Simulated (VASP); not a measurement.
Runs of VASP 6.6.1 on TiPd. The structure is that of space group P4/mmm (No. 123), or close to it. The cells are those of the table. 

```tsv
cell	gap on the mesh (eV)	pressure (GPa)
a = 2.838, b = 2.838, c = 3.898 Å, 2 atoms	none	-12.2
a = 2.791, b = 2.791, c = 3.833 Å, 2 atoms	none	(a)
a = 2.743, b = 2.743, c = 3.767 Å, 2 atoms	none	5.2
a = 2.883, b = 2.883, c = 3.960 Å, 2 atoms	none	-17.7
a = 2.718, b = 2.718, c = 3.732 Å, 2 atoms	none	11.4
a = 2.767, b = 2.767, c = 3.800 Å, 2 atoms	none	-0.1
a = 2.815, b = 2.815, c = 3.866 Å, 2 atoms	none	(b)
```

Alike in all rows: task single point; level LDA; potentials or basis VASP PAW LDA potentials, release 64 (Ti_sv, Pd); no spin polarisation; k mesh 8 × 8 × 6; cutoff (eV) 520; smearing fermi-dirac 0.05 eV.

Problem. Estimate the missing entries.

Solution. (a) -4.8; (b) -8.8.

A k mesh can miss the band edges, and the runs leave out spin-orbit coupling on Pd.

A gap of «none» marks levels without a gap at the run's occupations.
